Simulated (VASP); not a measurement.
Hf3H4C2: relaxation of cell and atoms with PBE

Hf3H4C2:

```xyz
9
Lattice="6.5607 0.0000 0.0000 -3.2803 5.6817 0.0000 0.0000 0.0000 2.9941" Properties=species:S:1:pos:R:3 pbc="T T T"
Hf    4.3914    3.3117    1.4970
Hf    1.4970    2.1472    1.4970
Hf    3.9526    0.2228    1.4970
H     2.4309    4.2303    0.0000
H    -1.5987    5.6718    0.0000
H    -0.8322    1.4613    0.0000
H     0.0000    3.7878    0.0000
C     0.0000    0.0000    1.4970
C     3.2803    1.8939    0.0000
```

* Program: VASP 6.6.1
* Task: relaxation of cell and atoms
* Functional: PBE
* Potentials or basis: VASP PAW PBE potentials, release 64 (Hf_pv, H, C)
* Cutoff: 600 eV
* k mesh: 3 × 3 × 6
* Occupations: gaussian, width 0.1 eV
* Spin: no spin polarisation
* Dipole correction: no
* Further INCAR settings: ALGO = Normal; EDIFF = 1e-06; IBRION = 2; EDIFFG = -0.04; NSW = 90; ISIF = 3

```yaml
Relaxed_volume: 10.41 Å³/atom
Relaxed_cell: a = 5.809 Å, b = 5.809 Å, c = 3.207 Å, α = 90.00°, β = 90.00°, γ = 120.00°
Space_group_after_relaxing_to_0.05_Å: P-6 (No. 174)
Energy_gained_by_relaxing: 665.1 meV/atom
Ionic_steps: 42
Pressure_after_relaxing: -0.5 GPa
Largest_force_after_relaxing: 0.014 eV/Å
Band_gap_on_the_k_mesh: 0.16 eV, indirect (least direct gap 0.49 eV)
```

Forces in eV/Å, atoms in the order of the input:
```
Hf  -0.008 -0.012  0.000
Hf   0.014 -0.001  0.000
Hf  -0.006  0.013  0.000
H   -0.010  0.007  0.000
H   -0.001 -0.012  0.000
H    0.011  0.005  0.000
H    0.000  0.000  0.000
C    0.000  0.000  0.000
C    0.000  0.000  0.000
```

The path:
| step | energy change (eV) | largest force (eV/Å) | pressure (GPa) | volume (Å³) |
| --- | --- | --- | --- | --- |
| 1 | 0.0000 | 1.4236 | -17.60 | 111.61 |
| 3 | -2.2253 | 3.6438 | 10.16 | 85.52 |
| 5 | -3.1985 | 0.6808 | 20.68 | 79.41 |
| 7 | -3.8462 | 0.7514 | -0.07 | 88.75 |
| 9 | -3.9270 | 0.7644 | -0.51 | 89.01 |
| 11 | -4.1169 | 0.8057 | -1.75 | 90.26 |
| 13 | -4.5513 | 1.2876 | 6.72 | 87.81 |
| 15 | -4.6176 | 1.6704 | 10.97 | 86.84 |
| 17 | -4.7672 | 1.6784 | 11.20 | 87.27 |
| 19 | -5.1173 | 1.8304 | 13.80 | 89.23 |
| 21 | -5.5405 | 0.5302 | -1.72 | 97.65 |
| 23 | -5.5672 | 0.5262 | -0.92 | 96.85 |
| 25 | -5.6706 | 0.4443 | -1.51 | 95.12 |
| 27 | -5.7473 | 0.4042 | -0.36 | 93.38 |
| 29 | -5.7729 | 0.3450 | 0.78 | 91.86 |
| 31 | -5.8586 | 0.3560 | 0.99 | 91.97 |
| 33 | -5.9128 | 0.2789 | -1.49 | 93.93 |
| 35 | -5.9388 | 0.2797 | 0.69 | 92.98 |
| 37 | -5.9654 | 0.3053 | -0.61 | 93.44 |
| 39 | -5.9810 | 0.1104 | 0.15 | 92.79 |
| 41 | -5.9852 | 0.0534 | 0.55 | 92.95 |
| 42 | -5.9861 | 0.0144 | -0.47 | 93.72 |

Final structure:
```
Hf H C
1.0
     5.80929    0.00000    0.00000
    -2.90465    5.03099    0.00000
     0.00000    0.00000    3.20678
Hf H C
3 4 2
Direct
  0.98809 0.62572 0.50000
  0.37428 0.36237 0.50000
  0.63763 0.01191 0.50000
  0.79049 0.96403 0.00000
  0.03597 0.82646 0.00000
  0.17354 0.20951 0.00000
  0.33333 0.66667 0.00000
  0.00000 0.00000 0.50000
  0.66667 0.33333 0.00000
```

Levels at points of the mesh, in eV from the valence-band top:
| k point | band 17 | band 18 | band 19 | band 20 | band 21 | band 22 | band 23 | band 24 | band 25 | band 26 |
| --- | --- | --- | --- | --- | --- | --- | --- | --- | --- | --- |
| (0.00, 0.00, 0.00) | -3.32 | -1.93 | -1.30 | -1.30 | -0.47 | 1.08 | 1.08 | 1.68 | 2.58 | 2.58 |
| (0.00, 0.00, 0.50) | -2.26 | -2.26 | -1.77 | -1.77 | -0.75 | 0.71 | 0.71 | 2.09 | 2.09 | 2.38 |

Wall time 23 min on 1 thread of Intel(R) Xeon(R) Platinum 8259CL CPU @ 2.50GHz (Skylake/Cascade Lake), with other jobs on the host, peak memory 0.3 GiB.

Caveat: the volume moved by over 15 % at a fixed basis, so the end points are rough; spin-orbit coupling is left out, which moves the levels of the heavy elements. A k mesh can miss the band edges.
